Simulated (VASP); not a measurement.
# Pb (Fm-3m) in VASP: notebook

Runs on Pb. Level: PBE+D3(BJ). Tasks: single point.

All numbers are computed with VASP 6.6.1; they aren't measurements. Logs are shortened: lines on timing, memory, paths and dates and some standing lists are left out, and cuts for length are marked.

## 1. The cell of the first run

It takes space group Fm-3m (No. 225, cubic). Conventional cell: a = 4.752 Å, b = 4.752 Å, c = 4.752 Å, α = 90.00°, β = 90.00°, γ = 90.00°. Pb (site symmetry m-3m) has 12 Pb at 3.36 Å within 4.4 Å.

## 2. Single point, PBE+D3(BJ) (26.83 Å³/atom)

Contents of INCAR:

```
SYSTEM = Pb
PREC     = Accurate       ! precision mode
ENCUT    = 520            ! plane-wave cutoff, eV
EDIFF    = 1E-6           ! SCF threshold, eV
ISMEAR   = 0              ! smearing method
SIGMA    = 0.1            ! smearing width, eV
LREAL    = .False.        ! projectors in reciprocal space
LASPH    = .True.         ! aspherical terms in the spheres
NELM     = 100            ! most SCF steps
ALGO     = Fast           ! electronic algorithm
ISIF     = 2              ! what is computed and relaxed
LWAVE    = .False.        ! write WAVECAR
LCHARG   = .True.         ! write CHGCAR
GGA      = PE             ! functional
IVDW     = 12             ! dispersion correction
LELF     = .True.         ! ELF
LVHAR    = .True.       
NBANDS   = 13             ! bands
```

Contents of KPOINTS:

```
Automatic mesh
0
Gamma
  14 14 14
  0 0 0
```

Contents of POSCAR:

```
Pb
1.0
    0.0000000000      2.3761048448      2.3761048448
    2.3761048448      0.0000000000      2.3761048448
    2.3761048448      2.3761048448      0.0000000000
Pb
1
Direct
    0.0000000000      0.0000000000      0.0000000000
```

Potentials or basis: VASP PAW PBE potentials, release 64 (Pb_d).

Command:

```console
> cat potpaw_PBE.64/Pb_d/POTCAR > POTCAR
> mpirun -np 1 vasp_std > vasp.out
```

OUTCAR:

```text
SYSTEM = Pb
   PREC = Accurate
   ENCUT = 520
   EDIFF = 1E-6
   ISMEAR = 0
   LREAL = .False.
   LASPH = .True.
   NELM = 100
   ISIF = 2
   GGA = PE
   IVDW = 12
 IVDW          = 12

 ion  position               nearest neighbor table
   1  0.000  0.000  0.000-

  LATTYP: Found a face centered cubic cell.
 ALAT       =     4.7522096896

  Lattice vectors:

 A1 = (   0.0000000000,   2.3761048448,   2.3761048448)
 A2 = (   2.3761048448,   0.0000000000,   2.3761048448)
 A3 = (   2.3761048448,   2.3761048448,   0.0000000000)

Analysis of symmetry for initial positions (statically):
=====================================================================
 Subroutine PRICEL returns:
 Original cell was already a primitive cell.

 Routine SETGRP: Setting up the symmetry group for a
 face centered cubic supercell.

 Subroutine GETGRP returns: Found 48 space group operations
 (whereof 48 operations were pure point group operations)
 out of a pool of 48 trial point group operations.

The static configuration has the point symmetry O_h .

Analysis of symmetry for dynamics (positions and initial velocities):
=====================================================================
 Subroutine PRICEL returns:
 Original cell was already a primitive cell.

 Routine SETGRP: Setting up the symmetry group for a
 face centered cubic supercell.

 Subroutine GETGRP returns: Found 48 space group operations
 (whereof 48 operations were pure point group operations)
 out of a pool of 48 trial point group operations.

The dynamic configuration has the point symmetry O_h .

 Subroutine INISYM returns: Found 48 space group operations
 (whereof 48 operations are pure point group operations),
 and found     1 'primitive' translations

----------------------------------------------------------------------------------------

                                     Primitive cell

  volume of cell :      26.8304

  direct lattice vectors                    reciprocal lattice vectors
     0.000000000  2.376104845  2.376104845    -0.210428425  0.210428425  0.210428425
     2.376104845  0.000000000  2.376104845     0.210428425 -0.210428425  0.210428425
     2.376104845  2.376104845  0.000000000     0.210428425  0.210428425 -0.210428425

  length of vectors
     3.360319697  3.360319697  3.360319697     0.364472723  0.364472723  0.364472723

  position of ions in fractional coordinates (direct lattice)
     0.000000000  0.000000000  0.000000000

  ion indices of the primitive-cell ions
   primitive index   ion index
                 1           1

----------------------------------------------------------------------------------------

 KPOINTS: Automatic mesh

Automatic generation of k-mesh.
 Grid dimensions read from file:
 generate k-points for:   14   14   14

 Generating k-lattice:

  Cartesian coordinates                     Fractional coordinates (reciprocal lattice)
    -0.015030602  0.015030602  0.015030602     0.071428571  0.000000000  0.000000000
     0.015030602 -0.015030602  0.015030602     0.000000000  0.071428571  0.000000000
     0.015030602  0.015030602 -0.015030602     0.000000000  0.000000000  0.071428571

  Length of vectors
     0.026033766  0.026033766  0.026033766

  Shift w.r.t. Gamma in fractional coordinates (k-lattice)
     0.000000000  0.000000000  0.000000000

 Subroutine IBZKPT returns following result:
 ===========================================

 Found    104 irreducible k-points:

 Following reciprocal coordinates:
            Coordinates               Weight
  0.000000  0.000000  0.000000      1.000000
  0.071429  0.000000  0.000000      8.000000
  0.142857  0.000000  0.000000      8.000000
  0.214286  0.000000  0.000000      8.000000
  0.285714  0.000000  0.000000      8.000000
  0.357143  0.000000  0.000000      8.000000
[... 16 lines left out ...]
  0.214286  0.142857  0.000000     24.000000
  0.285714  0.142857  0.000000     24.000000
 [... further k-points ...]
   k-points           NKPTS =    104   k-points in BZ     NKDIM =    104   number of bands    NBANDS=     13
   number of dos      NEDOS =    301   number of ions     NIONS =      1
   total plane-waves  NPLWV =  21952
   dimension x,y,z NGX =    28 NGY =   28 NGZ =   28
   dimension x,y,z NGXF=    56 NGYF=   56 NGZF=   56
   ions per type =               1
   NGX,Y,Z   is equivalent  to a cutoff of  13.85, 13.85, 13.85 a.u.
   NGXF,Y,Z  is equivalent  to a cutoff of  27.71, 27.71, 27.71 a.u.
 SYSTEM =  Pb
   PREC   = accura    normal or accurate (medium, high low for compatibility)
   ISTART =      0    job   : 0-new  1-cont  2-samecut
   ICHARG =      2    charge: 1-file 2-atom 10-const
   ISPIN  =      1    spin polarized calculation?
   LNONCOLLINEAR =      F non collinear calculations
   LSORBIT =      F    spin-orbit coupling
   LASPH  =      T    aspherical Exc in radial PAW
   ENCUT  =  520.0 eV  38.22 Ry    6.18 a.u.   6.25  6.25  6.25*2*pi/ulx,y,z
   NELM   =    100;   NELMIN=  2; NELMDL= -5     # of ELM steps
   EDIFF  = 0.1E-05   stopping-criterion for ELM
   LREAL  =      F    real-space projection
   EDIFFG = 0.1E-04   stopping-criterion for IOM
   NSW    =      0    number of steps for IOM
   IBRION =     -1    ionic relax: 0-MD 1-quasi-New 2-CG
   NFREE  =      0    steps in history (QN), initial steepest desc. (CG)
   ISIF   =      2    stress and relaxation
   ISYM   =      2    0-nonsym 1-usesym 2-fastsym
   POTIM  = 0.5000    time-step for ionic-motion
   TEBEG  =    0.0;   TEEND  =   0.0 temperature during run
   PSTRESS=    0.0 pullay stress
   NELECT =      14.0000    total number of electrons
   NUPDOWN=      -1.0000    fix difference up-down
   EMIN   =  10.00;   EMAX   =-10.00  energy-range for DOS
   EFERMI =   0.00;   METHOD = LEGACY
   ISMEAR =     0;   SIGMA  =   0.10  broadening in eV -4-tet -1-fermi 0-gaus
   EFERMI_NEDOS =   21; number of points for ismear=-14 and -15
   IALGO  =     68    algorithm
   IMIX   =      4    mixing-type and parameters
     AMIX     =   0.40;   BMIX     =  1.00
     AMIX_MAG =   1.60;   BMIX_MAG =  1.00
  volume/ion in A,a.u.               =      26.83       181.06
  Fermi-wavevector in a.u.,A,eV,Ry     =   1.317979  2.490620 23.634263  1.737069
  Thomas-Fermi vector in A             =   2.447982
   LORBIT       =      0    0 simple, 1 ext, 2 COOP (PROOUT), +10 PAW based schemes
   GGA     = PE    functional components
   LHFCALC =     F    Hartree Fock is set to
   AEXX    =    0.0000 exact exchange contribution
   IVDW    =    12    specifies the selected vdW correction
   LEPSILON=     F    determine dielectric tensor
   LRPA    =     F    only Hartree local field effects (RPA)
 non-spin polarized calculation
 RMM-DIIS sequential band-by-band and
 Gauss-broadening in eV      SIGMA  =   0.10
  energy-cutoff  :      520.00
  volume of cell :       26.83
 maximum number of plane-waves:       740
 NGX is ok and might be reduce to    28
   NGX = 13   NGY = 13   NGZ = 13

 number of electron      14.0000001 magnetization

 Free energy of the ion-electron system (eV)
  ---------------------------------------------------
  ext. energy  EPLUGINS =         0.00000000
  ---------------------------------------------------
  free energy    TOTEN  =        -3.42131479 eV

  energy without entropy =       -3.41894989  energy(sigma->0) =       -3.42013234

 E-fermi :   8.8362     XC(G=0): -10.7863

 val. band max:        8.7736330627   @ k =  -0.2857   0.2857   0.0714
 cond. band min:       8.9136701618   @ k =  -0.4286   0.3571   0.1429
 fundamental gap:      0.1400370991
 Fermi energy:         8.8362169693

 k-point     1 :       0.0000    0.0000    0.0000
  band No.  band energies     occupation
      1      -8.4491      2.00000
      2      -8.4491      2.00000
      3      -8.4491      2.00000
      4      -8.2465      2.00000
      5      -8.2465      2.00000
      6      -3.9107      2.00000
      7      17.1572      0.00000
      8      17.1572      0.00000
      9      17.1572      0.00000
     10      18.5470      0.00000
     11      21.6562      0.00000
     12      22.1842      0.00000
     13      22.1842      0.00000

 k-point     2 :       0.0714    0.0000    0.0000
  band No.  band energies     occupation
      1      -8.4501      2.00000
      2      -8.4386      2.00000
      3      -8.4386      2.00000
      4      -8.2476      2.00000
      5      -8.2476      2.00000
      6      -3.7994      2.00000
      7      15.8161      0.00000
      8      17.0192      0.00000
      9      17.0192      0.00000
     10      18.4209      0.00000
     11      22.0051      0.00000
     12      22.4220      0.00000
     13      22.4220      0.00000

 k-point     3 :       0.1429    0.0000    0.0000
  band No.  band energies     occupation
      1      -8.4545      2.00000
      2      -8.4147      2.00000
      3      -8.4147      2.00000
      4      -8.2446      2.00000
      5      -8.2446      2.00000
      6      -3.4636      2.00000
      7      13.3926      0.00000
      8      16.6663      0.00000
      9      16.6663      0.00000
     10      18.3042      0.00000
     11      22.1450      0.00000
     12      23.0199      0.00000
     13      23.0828      0.00000
[... 305 lines left out ...]
 k-point    23 :       0.2143    0.1429    0.0000
  band No.  band energies     occupation
      1      -8.5102      2.00000
      2      -8.3495      2.00000
      3      -8.3389      2.00000
      4      -8.3073      2.00000
      5      -8.1920      2.00000
      6      -2.9039      2.00000
      7      12.6319      0.00000
      8      14.4982      0.00000
      9      14.9916      0.00000
     10      17.7278      0.00000
     11      18.7557      0.00000
     12      23.9798      0.00000
     13      24.6630      0.00000

 k-point    24 :       0.2857    0.1429    0.0000
  band No.  band energies     occupation
      1      -8.5138      2.00000
      2      -8.3696      2.00000
      3      -8.3275      2.00000
      4      -8.2720      2.00000
      5      -8.1498      2.00000
      6      -2.2678      2.00000
      7      10.3048      0.00000
      8      14.0205      0.00000
      9      14.4534      0.00000
     10      17.4829      0.00000
     11      19.3506      0.00000
     12      23.7325      0.00000
     13      24.0195      0.00000

 [... further k-points ...]

------------------------ aborting loop because EDIFF is reached ----------------------------------------

 Edisp (eV)   -0.46448

 E8    (eV) :    -0.2355

  FORCE on cell =-STRESS in cart. coord.  units (eV):
  Direction    XX          YY          ZZ          XY          YZ          ZX
  --------------------------------------------------------------------------------------
  -------------------------------------------------------------------------------------
  Total       1.33440     1.33440     1.33440    -0.00000    -0.00000     0.00000
  in kB      79.68402    79.68402    79.68402    -0.00000    -0.00000     0.00000
  external pressure =       79.68 kB  Pullay stress =        0.00 kB

 VOLUME and BASIS-vectors are now :
 -----------------------------------------------------------------------------
  energy-cutoff  :      520.00
  volume of cell :       26.83
      direct lattice vectors                 reciprocal lattice vectors
     0.000000000  2.376104845  2.376104845    -0.210428425  0.210428425  0.210428425
     2.376104845  0.000000000  2.376104845     0.210428425 -0.210428425  0.210428425
     2.376104845  2.376104845  0.000000000     0.210428425  0.210428425 -0.210428425

 POSITION                                       TOTAL-FORCE (eV/Angst)
 -----------------------------------------------------------------------------------
      0.00000      0.00000      0.00000         0.000000     -0.000000      0.000000
 -----------------------------------------------------------------------------------
    total drift:                               -0.000000     -0.000000     -0.000000

  FREE ENERGIE OF THE ION-ELECTRON SYSTEM (eV)
  ---------------------------------------------------
  free  energy   TOTEN  =        -3.8857905107 eV

  energy  without entropy=       -3.8834256136  energy(sigma->0) =       -3.88460806
```

It took 70 s on 1 thread of Intel Xeon 8259CL, shared host; peak memory 0.18 GiB.

Results:

* Free energy: -3.8858 eV
* Pressure: 8.0 GPa
* Band gap on the k mesh: zero (bands 7 and 8 overlap by 10.22 eV)
* Dispersion energy per atom: -0.464 eV

Levels at points of the mesh, in eV from the Fermi level:
```
           k point  band 4  band 5  band 6  band 7  band 8  band 9  band 10  band 11
(0.00, 0.00, 0.00)  -17.08  -17.08  -12.75    8.32    8.32    8.32     9.71    12.82
(0.50, 0.00, 0.00)  -16.89  -16.89   -8.34   -4.94    6.19    6.19     9.19    10.55
(0.50, 0.50, 0.00)  -16.85  -16.85   -6.62   -3.88    2.09    2.09     5.69     6.98
```

Caveat: the cell stands under pressure; spin-orbit coupling is left out, which moves the levels of the heavy elements.

## 3. Single point, PBE+D3(BJ) (27.75 Å³/atom)

This run uses another cell than the first one, of 27.75 Å³/atom.

Contents of INCAR:

```
PREC = Accurate
ENCUT = 520
EDIFF = 1E-7
ISMEAR = 0
SIGMA = 0.1
LREAL = False
LASPH = True
NELM = 80
ALGO = Normal
ISIF = 2
LWAVE = False
LCHARG = False
GGA = PE
IVDW = 12
NBANDS = 13
```

Contents of KPOINTS:

```
Automatic mesh
0
Gamma
  14 14 14
```

Contents of POSCAR:

```
Pb
1.0
    0.0000000000      2.4028048868      2.4028048868
    2.4028048868      0.0000000000      2.4028048868
    2.4028048868      2.4028048868      0.0000000000
Pb
1
Direct
    0.0000000000      0.0000000000      0.0000000000
```

Potentials or basis: VASP PAW PBE potentials, release 64 (Pb_d).

Command:

```console
> cat potpaw_PBE.64/Pb_d/POTCAR > POTCAR
> mpirun -np 1 vasp_std > vasp.out
```

Run time: 54 s. Hardware: 1 thread of Intel Xeon 8259CL, shared host; peak memory 0.19 GiB.

It converged, with:

```
Free energy                : -3.9239 eV
Pressure                   : 5.3 GPa
Band gap on the k mesh     : zero (bands 7 and 8 overlap by 9.88 eV)
Dispersion energy per atom : -0.449 eV
```

Levels at points of the mesh, in eV from the Fermi level:
```csv
k point,band 3,band 4,band 5,band 6,band 7,band 8,band 9,band 10,band 11,band 12
"(0.00, 0.00, 0.00)",-17.23,-17.05,-17.05,-12.47,8.06,8.06,8.06,9.72,12.40,13.09
"(0.50, 0.00, 0.00)",-17.22,-16.87,-16.87,-8.29,-4.74,6.01,6.01,9.20,10.23,11.68
"(0.50, 0.50, 0.00)",-16.89,-16.83,-16.83,-6.66,-3.72,2.07,2.07,5.59,6.87,18.66
```

Caveat: the cell stands under pressure; spin-orbit coupling is left out, which moves the levels of the heavy elements.

(Continued in part 2 of 2.)
